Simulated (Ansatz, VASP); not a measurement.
# NiO in VASP and in Ansatz

```xyz
2
Lattice="0.0000 2.0983 2.0983 2.0983 0.0000 2.0983 2.0983 2.0983 0.0000" Properties=species:S:1:pos:R:3 pbc="T T T"
Ni    0.0000    0.0000    0.0000
O     2.0983    2.0983    2.0983
```

Change from the starting cell: volume scaled by 1.01.

Alike in both runs: task single point; functional PBE; k mesh 17 × 17 × 17; occupations fermi-dirac, width 0.03 eV; collinear spin.

|  | VASP | Ansatz |
| --- | --- | --- |
| version | VASP 6.6.1 | Ansatz 0.2.0 |
| potentials or method | VASP PAW PBE potentials, release 64 (Ni, O), cutoff 520 eV | all-electron LAPW, scalar-relativistic |

Ansatz gave:

| Item | Value |
| --- | --- |
| pressure (GPa) | 2.9 |
| net moment per atom (μB) | 0.91 |
| size of the moment on the site where the two differ most (μB) | 1.51 |

Question: Estimate VASP's values.

Answer: Pressure (GPa): 2.0; net moment per atom (μB): 0.87; size of the moment on the site where the two differ most (μB): 1.43.

Site moments also hang on the region over which each program counts them. Ansatz ran all-electron here, and VASP with PAW potentials.
